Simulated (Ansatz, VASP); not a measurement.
**ZnO: VASP beside Ansatz**

```
CELL_PARAMETERS angstrom
3.18726 0.00000 0.00000
-1.59363 2.76025 0.00000
0.00000 0.00000 5.15310
ATOMIC_POSITIONS crystal
Zn 0.33333 0.66667 0.99929
Zn 0.66667 0.33333 0.49929
O 0.33333 0.66667 0.37771
O 0.66667 0.33333 0.87771
```

Alike in both runs: functional LDA; k mesh 9 × 9 × 6; occupations gaussian, width 0.02 eV; no spin polarisation.

Ansatz relaxed the structure, and its values are those at the end. VASP's run is a single point on that final structure, the one shown.

|  | VASP | Ansatz |
| --- | --- | --- |
| version | VASP 6.6.1 | Ansatz 0.2.0 |
| potentials or method | VASP PAW LDA potentials, release 64 (Zn, O), cutoff 600 eV | scalar-relativistic, plane waves, PAW |
| valence electrons in the cell | 36 | 36 |

VASP gave:

| Quantity | Value |
| --- | --- |
| gap on the k mesh at the Fermi level (eV) | 0.81 |
| least direct gap on the mesh (eV) | 0.81 |
| pressure (GPa) | 0.8 |

Which values does Ansatz return?

gap on the k mesh at the Fermi level (eV): 0.79; least direct gap on the mesh (eV): 0.79; pressure (GPa): 0.0.

Ansatz warns that its potentials were made for another functional, while VASP's fit it. LDA's correlation is that of Perdew and Zunger in VASP and of Perdew and Wang (1992) in Ansatz.
